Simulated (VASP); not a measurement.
Rh, 1 atom in the cell. Symmetry: Fm-3m, No. 225, cubic system. Conventional cell: a = 3.758 Å, b = 3.758 Å, c = 3.758 Å, α = 90.00°, β = 90.00°, γ = 90.00°. Within 3.5 Å of Rh (site symmetry m-3m) lie 12 Rh at 2.66 Å. 

```yaml
Program: VASP 6.6.1
Task: single point
Functional: LDA
Potentials_or_basis: VASP PAW LDA potentials, release 64 (Rh_pv)
Cutoff: 520 eV
k_mesh: 20 × 20 × 20
Occupations: fermi-dirac, width 0.15 eV
Spin: no spin polarisation
Dipole_correction: no
Further_INCAR_settings: ALGO = Normal; EDIFF = 1e-06; NBANDS = 14
```

Potentials or basis: VASP PAW LDA potentials, release 64 (Rh_pv).

Launch:

```bash
$ cat potpaw_LDA.64/Rh_pv/POTCAR > POTCAR
$ mpirun -np 1 vasp_std > vasp.out
```

Hardware: 1 thread of Intel Xeon 8259CL (shared host).

Question: How long does it take, and how much memory?

Answer: Run time: 49 s on 1 thread of Intel Xeon 8259CL (shared host), peak memory 0.15 GiB. Counts: scf iterations 11, k points 256.
